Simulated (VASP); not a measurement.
Set up this calculation in VASP 6.6.1, as the native input.

```
Task                   : single point
Functional             : PBE
Dispersion             : D4
Potentials or basis    : VASP PAW PBE potentials, release 64 (Pt, Se)
Cutoff                 : 520 eV
k mesh                 : 8 × 8 × 4
Occupations            : gaussian, width 0.05 eV
Spin                   : non-collinear spin, zero start, spin-orbit coupling
Starting moments       : [[0.0, 0.0, 0.0], [0.0, 0.0, 0.0], [0.0, 0.0, 0.0]] μB
Dipole correction      : no
Further INCAR settings : ALGO = Normal; EDIFF = 1e-06; NBANDS = 35
```

The structure of PtSe2 lies in POSCAR:

```
PtSe2
1.0
    3.7492352056      0.0000000000      0.0000000000
   -1.8746176028      3.2469329328      0.0000000000
    0.0000000000      0.0000000000      6.5290296326
Pt Se
1 2
Direct
    0.0000000000      0.0000000000      0.0000000000
    0.3333333333      0.6666666667      0.2006362891
    0.6666666667      0.3333333333      0.7993637109
```

The input as run:

INCAR

```
SYSTEM = PtSe2
  PREC = Accurate
  ENCUT = 520
  EDIFF = 1E-6
  ISMEAR = 0
  SIGMA = 0.05
  LREAL = .False.
  LASPH = .True.
  NELM = 150
  ALGO = Normal
  ISIF = 2
  LWAVE = .False.
  LCHARG = .False.
  MAGMOM = 0 0 0 0 0 0 0 0 0
  LORBIT = 11
  LSORBIT = .True.
  GGA_COMPAT = .False.
  LORBMOM = .True.
  LMAXMIX = 4
  GGA = PE
  IVDW = 13
  NBANDS = 35
```

KPOINTS

```
regular mesh
0
Gamma
  8 8 4
  0 0 0
```

Potentials or basis: VASP PAW PBE potentials, release 64 (Pt, Se).

Run with:

```console
$ cat potpaw_PBE.64/Pt/POTCAR potpaw_PBE.64/Se/POTCAR > POTCAR
$ mpirun -np 1 vasp_ncl > vasp.out
```

It gave:

```json
{
  "Pressure": "-2.1 GPa",
  "Largest force": "0.009 eV/Å",
  "Net moment": "0.00 μB per cell",
  "Valence electrons inside the program's atomic spheres": "Pt 9.33; Se 3.77",
  "Dispersion energy per atom": "-0.389 eV"
}
```

Wall time 3.1 min on 1 thread of Oxide Virtual Turin-like Processor, on a shared host, peak memory 0.4 GiB.
